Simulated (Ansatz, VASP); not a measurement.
# TaSi2: VASP beside Ansatz

```
CELL_PARAMETERS angstrom
4.80564 0.00000 0.00000
-2.40282 4.16181 0.00000
0.00000 0.00000 25.99528
ATOMIC_POSITIONS crystal
Ta 0.50000 0.00000 0.29132
Ta 0.00000 0.50000 0.37346
Ta 0.50000 0.50000 0.45740
Ta 0.50000 0.00000 0.54260
Ta 0.00000 0.50000 0.62654
Ta 0.50000 0.50000 0.70868
Si 0.82575 0.65463 0.28480
Si 0.17425 0.34537 0.28480
Si 0.68588 0.84258 0.37198
Si 0.31412 0.15742 0.37198
Si 0.16216 0.84253 0.45750
Si 0.83784 0.15747 0.45750
Si 0.83784 0.68036 0.54250
Si 0.16216 0.31964 0.54250
Si 0.68588 0.84330 0.62802
Si 0.31412 0.15670 0.62802
Si 0.17425 0.82888 0.71520
Si 0.82575 0.17112 0.71520
```

Alike in both runs: functional PBE; k mesh 9 × 9 × 1; occupations gaussian, width 0.1 eV; no spin polarisation.

Ansatz relaxed the structure, and its values are those at the end. VASP's run is a single point on that final structure, the one shown.

|  | VASP | Ansatz |
| --- | --- | --- |
| version | VASP 6.6.1 | Ansatz 0.2.0 |
| potentials or method | VASP PAW PBE potentials, release 64 (Ta_pv, Si), cutoff 520 eV | scalar-relativistic, plane waves, PAW |
| valence electrons in the cell | 114 | 126 |

VASP gave:

```
gap on the k mesh at the Fermi level (eV) : none
rms of the force components (eV/Å)        : 0.003
```

**Question.** What did Ansatz give for the same quantities?

**Answer.** gap on the k mesh at the Fermi level (eV): none; rms of the force components (eV/Å): 0.001.

A gap of «none» marks a metal or a gap that the smearing closes. VASP's potentials hold 114 valence electrons a cell and Ansatz's 126, so a difference there can come from the potentials and not from the codes. Ansatz's warnings: xc potential rough in thin density.

Neither program's run includes spin-orbit coupling.
